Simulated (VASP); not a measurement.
Write the native input for VASP 6.6.1 that does the following.

- Task: single point
- Functional: PBE
- Potentials or basis: VASP PAW PBE potentials, release 64 (Ta_pv, Te)
- Cutoff: 520 eV
- k mesh: 10 × 10 × 10
- Occupations: gaussian, width 0.05 eV
- Spin: collinear spin
- Starting moments: [0.16, 0.0] μB
- Dipole correction: no
- Further INCAR settings: ALGO = Normal; EDIFF = 1e-06; NBANDS = 20

The structure of TaTe lies in POSCAR:

```
TaTe
1.0
    0.0000000000      2.8462268656      2.8462268656
    2.8462268656      0.0000000000      2.8462268656
    2.8462268656      2.8462268656      0.0000000000
Ta Te
1 1
Direct
    0.5000000000      0.5000000000      0.5000000000
    0.0000000000      0.0000000000      0.0000000000
```

One way to write it, as run:

INCAR

```
SYSTEM = TaTe
PREC     = Accurate       ! precision mode
ENCUT    = 520            ! plane-wave cutoff, eV
EDIFF    = 1E-6           ! SCF threshold, eV
ISMEAR   = 0              ! smearing method
SIGMA    = 0.05           ! smearing width, eV
LREAL    = .FALSE.        ! projectors in reciprocal space
LASPH    = .TRUE.         ! aspherical terms in the spheres
NELM     = 150            ! most SCF steps
ALGO     = Normal         ! electronic algorithm
ISIF     = 2              ! what is computed and relaxed
LWAVE    = .FALSE.        ! write WAVECAR
LCHARG   = .FALSE.        ! write CHGCAR
ISPIN    = 2              ! spin polarisation
MAGMOM   = 0.16 0         ! initial moments
LORBIT   = 11             ! projections on sites
LMAXMIX  = 4              ! l up to which the mixer works
GGA      = PE             ! functional
NBANDS   = 20             ! bands
```

KPOINTS

```
regular mesh
0
G
  10 10 10
  0 0 0
```

Potentials or basis: VASP PAW PBE potentials, release 64 (Ta_pv, Te).

Launch:

```console
$ cat potpaw_PBE.64/Ta_pv/POTCAR potpaw_PBE.64/Te/POTCAR > POTCAR
$ mpirun -np 1 vasp_std > vasp.out
```

It gave:

The pressure is 0.2 GPa, the net moment is 0.16 μB per cell and the site moments are Ta +0.12; Te +0.00 μB. The valence electrons inside the program's atomic spheres are Ta 8.76; Te 3.50.

Wall time 58 s on 1 thread of AMD EPYC 9R45 96-Core Processor (Zen 5), on a shared host, peak memory 0.2 GiB.
